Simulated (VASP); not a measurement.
The system is Zr.

```
Zr
1.0
     5.08599    0.00000    0.00000
    -2.54300    4.40460    0.00000
     0.00000    0.00000    3.11771
Zr
3
Direct
  0.00000 0.00000 0.00000
  0.33333 0.66667 0.50000
  0.66667 0.33333 0.50000
```

This isn't the form of Zr at room conditions, which is hcp.

| Property | Result |
| --- | --- |
| Program | VASP 6.6.1 |
| Task | relaxation of cell and atoms |
| Functional | PBE |
| Potentials or basis | VASP PAW PBE potentials, release 64 (Zr_sv) |
| Cutoff | 600 eV |
| k mesh | 7 × 7 × 10 |
| Occupations | fermi-dirac, width 0.1 eV |
| Spin | no spin polarisation |

At the start: pressure -0.6 GPa; volume 23.28 Å³/atom.

Task: How do energy, volume and symmetry change on relaxing?

Result: Over 5 steps the energy falls by 2.1 meV/atom and the volume is 23.13 Å³/atom (-0.6 %); space group P6/mmm (No. 191, to 0.1 Å) before and after.

The path:
```
step  energy change (eV)  largest force (eV/Å)  pressure (GPa)  volume (Å³)
   1              0.0000                0.0000           -0.56        69.84
   2             -0.0058                0.0000            0.53        69.02
   3             -0.0061                0.0000            0.34        69.16
   4             -0.0063                0.0000           -0.23        69.57
   5             -0.0064                0.0000            0.00        69.40
```

Final structure:
```xyz
3
Lattice="5.0480 0.0000 0.0000 -2.5240 4.3717 0.0000 0.0000 0.0000 3.1449" Properties=species:S:1:pos:R:3 pbc="T T T"
Zr    0.0000    0.0000    0.0000
Zr    0.0000    2.9144    1.5725
Zr    2.5240    1.4572    1.5725
```
